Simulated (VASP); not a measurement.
Here is a VASP 6.6.1 calculation.

File POSCAR:

```
BaTiO3
1.0
    4.0071135616      0.0000000000      0.0000000000
    0.0000000000      4.0071135616      0.0000000000
    0.0000000000      0.0000000000      4.0071135616
Ba Ti O
1 1 3
Direct
    0.5000000000      0.5000000000      0.5000000000
    0.0000000000      0.0000000000      0.0000000000
    0.5000000000      0.0000000000      0.0000000000
    0.0000000000      0.5000000000      0.0000000000
    0.0000000000      0.0000000000      0.5000000000
```

INCAR.step1

```
  PREC = Accurate
  ENCUT = 600
  ISMEAR = 0
  SIGMA = 0.02
  LREAL = False
  LASPH = True
  NELM = 60
  GGA = PE
  ALGO = Normal
  EDIFF = 1E-4
  LWAVE = True
  LCHARG = False
```

The input INCAR.step2:

```
  PREC = Accurate
  ENCUT = 600
  EDIFF = 1E-6
  ISMEAR = 0
  SIGMA = 0.02
  LREAL = False
  LASPH = True
  NELM = 60
  ALGO = Normal
  ISIF = 3
  LWAVE = False
  LCHARG = False
  METAGGA = R2SCAN
  LMIXTAU = True
  IBRION = 2
  NSW = 70
  EDIFFG = -0.008
  PSTRESS = -10.0
  ISTART = 1
```

KPOINTS

```
regular mesh
0
Gamma
  8 8 8
```

Potentials or basis: VASP PAW PBE potentials, release 64 (Ba_sv, Ti_sv, O).

Command:

```console
$ cat potpaw_PBE.64/Ba_sv/POTCAR potpaw_PBE.64/Ti_sv/POTCAR potpaw_PBE.64/O/POTCAR > POTCAR
$ cp INCAR.step1 INCAR
$ mpirun -np 1 vasp_std > vasp.out
$ cp INCAR.step2 INCAR
$ mpirun -np 1 vasp_std > vasp.out
```

Q: Predict the relaxed cell.

A: a = 4.015 Å, b = 4.015 Å, c = 4.015 Å, α = 90.00°, β = 90.00°, γ = 90.00°.

Q: What does it give for the band gap on the k mesh?

A: 2.11 eV, indirect (least direct gap 2.28 eV).

Step by step:
```csv
step,energy change (eV),largest force (eV/Å),pressure (GPa),volume (Å³)
1,0.0000,0.0000,0.08,64.34
2,0.0054,0.0000,-2.12,65.15
3,0.0011,0.0000,-0.99,64.72
```

Caveat: the cell is relaxed towards a set pressure, so the enthalpy falls and the energy may rise; the PAW data sets were made with another functional, which shifts forces and pressure a little; spin-orbit coupling is left out, which moves the levels of the heavy elements. A k mesh can miss the band edges.
